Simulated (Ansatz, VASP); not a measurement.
This is a calculation of CdS for Ansatz 0.2.0.

Contents of input.yaml:

```yaml
crystal:
  lattice:
    - [4.15, 0.0, 0.0]
    - [-2.075, 3.5940054257, 0.0]
    - [0.0, 0.0, 6.737]
  atoms:
    - { symbol: Cd, position: [0.6666666667, 0.3333333333, 0.5] }
    - { symbol: Cd, position: [0.3333333333, 0.6666666667, 0.0] }
    - { symbol: S, position: [0.6666666667, 0.3333333333, 0.875] }
    - { symbol: S, position: [0.3333333333, 0.6666666667, 0.375] }
hamiltonian:
  xc: pbe
  pseudopotentials: { kind: paw }
kpoints:
  mp_grid: { grid: [7, 7, 4] }
scf:
  occupations: { method: gaussian, width: 0.022 }
output:
  forces: true
  stress: true
  eigenvalues: true
```

Potentials or basis: Ansatz PAW.

The run is started by

```sh
$ ansatz run input.yaml --threads 2 --pin off --max-ram 5632MiB --backend cpu --events-out ev --progress --plain --runs-dir out
```

**Question.** Set up the same calculation for VASP 6.6.1. Potentials there: VASP PAW PBE potentials, release 64 (Cd, S).

**Answer.** As run (the cutoff follows the program's own potentials):

INCAR

```
SYSTEM = CdS
ALGO = Normal
EDIFF = 1E-6
ENCUT = 520
GGA = PE
ISIF = 2
ISMEAR = 0
LASPH = .TRUE.
LCHARG = .FALSE.
LREAL = .FALSE.
LWAVE = .FALSE.
NBANDS = 26
NELM = 80
PREC = Accurate
SIGMA = 0.022
```

KPOINTS

```
k-points
0
G
  7 7 4
  0 0 0
```

The input POSCAR:

```
CdS
1.0
    4.1500000000      0.0000000000      0.0000000000
   -2.0750000000      3.5940054257      0.0000000000
    0.0000000000      0.0000000000      6.7370000000
Cd S
2 2
Direct
    0.6666666667      0.3333333333      0.5000000000
    0.3333333333      0.6666666667      0.0000000000
    0.6666666667      0.3333333333      0.8750000000
    0.3333333333      0.6666666667      0.3750000000
```

Potentials or basis: VASP PAW PBE potentials, release 64 (Cd, S).

Launch:

```sh
$ cat potpaw_PBE.64/Cd/POTCAR potpaw_PBE.64/S/POTCAR > POTCAR
$ mpirun -np 1 vasp_std > vasp.out
```

Both were run:

|  | VASP | Ansatz | Ansatz less VASP |
| --- | --- | --- | --- |
| gap on the k mesh at the Fermi level (eV) | 1.20 | 1.20 | -0.003 |
| least direct gap on the mesh (eV) | 1.20 | 1.20 | -0.003 |
| pressure (GPa) | 2.4 | 2.1 | -0.34 |
| traceless stress, the component that is largest in VASP (GPa) | 0.44 | 0.42 | -0.014 |
| rms of the force components (eV/Å) | 0.040 | 0.039 | -0.0008 |

Atom by atom the forces differ by 0.001 eV/Å (rms over components). With one functional, cell and mesh, what is left measures potentials, basis and numerics. VASP's potentials hold 36 valence electrons a cell and Ansatz's 52, so a difference there can come from the potentials and not from the codes.

Noted on Ansatz's run: odd divisions of the mesh miss points on the zone boundary, where band edges often lie, so the gap on the mesh can be too wide.
